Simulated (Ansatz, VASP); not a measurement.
## Cs4BH: VASP beside Ansatz

```
Cs B H
1.0
     6.96059    0.00000    0.00000
    -3.48029    6.02804    0.00000
     0.00000    0.00000    5.40735
Cs B H
4 1 1
Direct
  0.33333 0.66667 0.00000
  0.66436 0.83218 0.50000
  0.16782 0.83218 0.50000
  0.16782 0.33564 0.50000
  0.00000 0.00000 0.00000
  0.66667 0.33333 0.00000
```

Change from the starting cell: species swapped into the HoAlCu4 type (P-6m2, No. 187).

Alike in both runs: task single point; functional PBE; k mesh 3 × 3 × 4; occupations gaussian, width 0.1 eV; no spin polarisation.

|  | VASP | Ansatz |
| --- | --- | --- |
| version | VASP 6.6.1 | Ansatz 0.2.0 |
| potentials or method | VASP PAW PBE potentials, release 64 (Cs_sv, B, H), cutoff 520 eV | scalar-relativistic, plane waves, PAW |
| valence electrons in the cell | 40 | 40 |

Ansatz gave:

```
gap on the k mesh at the Fermi level (eV) : none
pressure (GPa)                            : 3.9
rms of the force components (eV/Å)        : 0.469
```

Estimate VASP's values.

gap on the k mesh at the Fermi level (eV): none; pressure (GPa): 4.1; rms of the force components (eV/Å): 0.483.

Atom by atom the forces differ by 0.014 eV/Å (rms over components). A gap of «none» marks a metal or a gap that the smearing closes.

Spin-orbit coupling is off throughout.
